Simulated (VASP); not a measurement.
Set up this calculation in VASP 6.6.1, as the native input.

- Task: single point
- Functional: PBE
- Potentials or basis: VASP PAW PBE potentials, release 64 (Al, N)
- Cutoff: 520 eV
- k mesh: 6 × 6 × 4
- Occupations: gaussian, width 0.1 eV
- Spin: no spin polarisation
- Dipole correction: no
- Further INCAR settings: ALGO = Normal; EDIFF = 1e-06; NBANDS = 16

The structure of AlN lies in POSCAR:

```
AlN
1.0
    3.4969788924      0.0000000000      0.0000000000
   -1.7484894462      3.0284725573      0.0000000000
    0.0000000000      0.0000000000      5.7461715918
Al N
2 2
Direct
    0.3333333333      0.6666666667      0.0006951203
    0.6666666667      0.3333333333      0.5006951203
    0.3333333333      0.6666666667      0.3753048797
    0.6666666667      0.3333333333      0.8753048797
```

The input as run:

INCAR

```
SYSTEM = AlN
PREC = Accurate
ENCUT = 520
EDIFF = 1E-6
ISMEAR = 0
SIGMA = 0.1
LREAL = .False.
LASPH = .True.
NELM = 60
ALGO = Normal
ISIF = 2
LWAVE = .False.
LCHARG = .False.
GGA = PE
NBANDS = 16
```

KPOINTS

```
Automatic mesh
0
Gamma
  6 6 4
  0 0 0
```

Potentials or basis: VASP PAW PBE potentials, release 64 (Al, N).

Launch:

```sh
$ cat potpaw_PBE.64/Al/POTCAR potpaw_PBE.64/N/POTCAR > POTCAR
$ mpirun -np 1 vasp_std > vasp.out
```

It gave:

```json
{"Pressure": "-33.5 GPa", "Largest force": "0.165 eV/Å", "Band gap on the k mesh": "1.33 eV, direct"}
```

Wall time 11 s on 1 thread of Intel(R) Xeon(R) 6975P-C (Granite Rapids), with other jobs on the host, peak memory 0.18 GiB.
